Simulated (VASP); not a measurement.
A run of VASP 6.6.1 is set up as follows.

Contents of INCAR:

```
SYSTEM = LiCd
  ALGO = Normal
  EDIFF = 1E-6
  ENCUT = 750
  GGA_COMPAT = .False.
  ISIF = 2
  ISMEAR = -1
  LASPH = .True.
  LCHARG = .True.
  LELF = .True.
  LREAL = .False.
  LVHAR = .True.
  LWAVE = .False.
  NBANDS = 23
  NELM = 120
  PREC = Accurate
  SIGMA = 0.15
```

Contents of KPOINTS:

```
k-points
0
Gamma
  6 6 6
  0 0 0
```

File POSCAR:

```
LiCd
1.0
    0.0000000000      3.3324203900      3.3324203900
    3.3324203900      0.0000000000      3.3324203900
    3.3324203900      3.3324203900      0.0000000000
Li Cd
2 2
Direct
    0.7500000000      0.7500000000      0.7500000000
    0.5000000000      0.5000000000      0.5000000000
    0.2500000000      0.2500000000      0.2500000000
    1.0000000000      1.0000000000      1.0000000000
```

Potentials or basis: VASP PAW LDA potentials, release 64 (Li_sv, Cd).

The run is started by

```sh
$ cat potpaw_LDA.64/Li_sv/POTCAR potpaw_LDA.64/Cd/POTCAR > POTCAR
$ mpirun -np 1 vasp_std > vasp.out
```

Predict the pressure.

-3.1 GPa.

Predict the band gap on the k mesh.

zero (bands 15 and 16 overlap by 4.64 eV).

Caveat: the cell stands under tension.
